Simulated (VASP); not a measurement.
Here is a VASP 6.6.1 calculation.

The input INCAR:

```
SYSTEM = Ti
PREC = Accurate ; ENCUT = 600
EDIFF = 1E-6 ; ISMEAR = -1
SIGMA = 0.1 ; LREAL = .FALSE.
LASPH = .TRUE. ; NELM = 100
ALGO = Normal ; ISIF = 3
LWAVE = .FALSE. ; LCHARG = .FALSE.
IBRION = 2 ; NSW = 60
EDIFFG = -0.005 ; PSTRESS = 1400.0
```

File KPOINTS:

```
regular mesh
0
G
  10 10 13
  0 0 0
```

File POSCAR:

```
Ti
1.0
    3.7778441356      0.0000000000      0.0000000000
   -1.8889220678      3.2717089930      0.0000000000
    0.0000000000      0.0000000000      2.3422633641
Ti
3
Direct
    0.0000000000      0.0000000000      0.0000000000
    0.3333333333      0.6666666667      0.5000000000
    0.6666666667      0.3333333333      0.5000000000
```

Potentials or basis: VASP PAW LDA potentials, release 64 (Ti_sv).

Launch:

```sh
$ cat potpaw_LDA.64/Ti_sv/POTCAR > POTCAR
$ mpirun -np 1 vasp_std > vasp.out
```

Estimate the relaxed volume.

9.68 Å³/atom.

What does it give for the band gap on the k mesh?

Zero (band 18 reaches 16.21 eV, above the bottom of band 19 at 15.04 eV).

Estimate the space group after relaxing (to 0.05 Å).

P6/mmm (No. 191).

Stress tensor (GPa, compression positive):
```
140.00   0.00   0.00
  0.00 140.00   0.00
  0.00   0.00 139.92
```

Caveat: the cell is relaxed towards a set pressure, so the enthalpy falls and the energy may rise.
